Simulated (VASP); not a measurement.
Set up this calculation in VASP 6.6.1, as the native input.

| Item | Value |
| --- | --- |
| Task | single point |
| Functional | LDA |
| Potentials or basis | VASP PAW LDA potentials, release 64 (B, As) |
| Cutoff | 520 eV |
| k mesh | 14 × 14 × 14 |
| Occupations | fermi-dirac, width 0.05 eV |
| Spin | collinear spin, ferromagnetic start |
| Starting moments | [2.0, 2.0] μB |
| Dipole correction | no |
| Further INCAR settings | ALGO = Normal; EDIFF = 1e-06; NBANDS = 15 |

The structure of BAs (rocksalt type) lies in POSCAR:

```
BAs
1.0
    0.0000000000      2.3372040735      2.3372040735
    2.3372040735      0.0000000000      2.3372040735
    2.3372040735      2.3372040735      0.0000000000
B As
1 1
Direct
    0.0000000000      0.0000000000      0.0000000000
    0.5000000000      0.5000000000      0.5000000000
```

These files were run (other wordings do the same):

INCAR

```
ALGO = Normal ; EDIFF = 1E-6
ENCUT = 520 ; GGA = CA
ISIF = 2 ; ISMEAR = -1
ISPIN = 2 ; LASPH = T
LCHARG = F ; LORBIT = 11
LREAL = F ; LWAVE = F
MAGMOM = 2 2 ; NBANDS = 15
NELM = 150 ; PREC = Accurate
SIGMA = 0.05
```

KPOINTS

```
k-points
0
Gamma
  14 14 14
```

Potentials or basis: VASP PAW LDA potentials, release 64 (B, As).

Run with:

```console
$ cat potpaw_LDA.64/B/POTCAR potpaw_LDA.64/As/POTCAR > POTCAR
$ mpirun -np 1 vasp_std > vasp.out
```

It gave:

The pressure is -10.4 GPa. The band gap on the k mesh is zero (filled and empty bands overlap). The net moment is 0.00 μB per cell. The valence electrons inside the program's atomic spheres are B 1.62; As 2.74.

Run time: 45 s on 1 thread of Intel(R) Xeon(R) Platinum 8488C (Sapphire Rapids) (shared host), peak memory 0.19 GiB.
